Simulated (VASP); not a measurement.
Runs of VASP 6.6.1 on BN. The structure is that of space group Fm-3m (No. 225), or close to it. The cells are those of the table. 

```tsv
level	cell	k mesh	smearing	grid for exact exchange (PRECFOCK)	screening parameter	gap on the mesh (eV)	pressure (GPa)
r2SCAN	a = 2.557 Å, angles 57.7°, 2 atoms	12 × 12 × 12	gaussian 0.01 eV	-	-	(b)	(c)
r2SCAN	a = 2.469, b = 2.469, c = 2.489 Å, angles 59.7, 59.7, 59.5°, 2 atoms	12 × 12 × 12	gaussian 0.01 eV	-	-	1.17	0.5
PBE	a = 2.557 Å, angles 57.7°, 2 atoms	12 × 12 × 12	fermi-dirac 0.02 eV	-	-	0.47	-14.1
r2SCAN	a = 2.466, b = 2.466, c = 2.504 Å, angles 59.5, 59.5, 61.0°, 2 atoms	12 × 12 × 12	gaussian 0.01 eV	-	-	0.78	-3.5
HSE06	a = 2.466, b = 2.466, c = 2.504 Å, angles 59.5, 59.5, 61.0°, 2 atoms	8 × 8 × 8	gaussian 0.01 eV	Normal	0.2079 1/Å	(a)	-12.0
```

Alike in all rows: task single point; potentials or basis VASP PAW PBE potentials, release 64 (B, N); no spin polarisation; cutoff (eV) 520.

Q: Fill in the values left out.

A: (a) 1.69; (b) 0.58; (c) -17.6.

Caveats: the PAW data sets were made with another functional, which shifts forces and pressure a little (some runs).

A k mesh can miss the band edges.
